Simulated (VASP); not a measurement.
Input of a VASP 6.6.1 run:

POSCAR

```
Re
1.0
    2.9192748896      0.0000000000      0.0000000000
   -1.4596374448      2.5281662150      0.0000000000
    0.0000000000      0.0000000000      4.0142168672
Re
2
Direct
    0.3333333333      0.6666666667      0.2500000000
    0.6666666667      0.3333333333      0.7500000000
```

INCAR.step1

```
  PREC = Accurate
  ENCUT = 520
  ISMEAR = 0
  SIGMA = 0.15
  LREAL = F
  LASPH = T
  NELM = 100
  NBANDS = 14
  GGA = PE
  ALGO = Normal
  EDIFF = 1E-4
  LWAVE = T
  LCHARG = F
```

INCAR.step2

```
  PREC = Accurate
  ENCUT = 520
  EDIFF = 1E-7
  ISMEAR = 0
  SIGMA = 0.15
  LREAL = F
  LASPH = T
  NELM = 100
  ALGO = Normal
  ISIF = 2
  LWAVE = F
  LCHARG = T
  METAGGA = R2SCAN
  LMIXTAU = T
  LELF = T
  LVHAR = T
  NBANDS = 14
  ISTART = 1
```

File KPOINTS:

```
Automatic mesh
0
Gamma
  21 21 12
```

Potentials or basis: VASP PAW PBE potentials, release 64 (Re).

Run with:

```sh
$ cat potpaw_PBE.64/Re/POTCAR > POTCAR
$ cp INCAR.step1 INCAR
$ mpirun -np 1 vasp_std > vasp.out
$ cp INCAR.step2 INCAR
$ mpirun -np 1 vasp_std > vasp.out
```

Question: Predict the pressure.

Answer: 5.7 GPa.

Question: Estimate the band gap on the k mesh.

Answer: Zero (bands 7 and 8 overlap by 2.96 eV).

Stress tensor (GPa, compression positive):
```
-10.84   0.00   0.00
  0.00 -10.84   0.00
  0.00   0.00  38.78
```

Caveat: the stress differs along the axes, from -11 to 39 GPa; the PAW data sets were made with another functional, which shifts forces and pressure a little; spin-orbit coupling is left out, which moves the levels of the heavy elements.
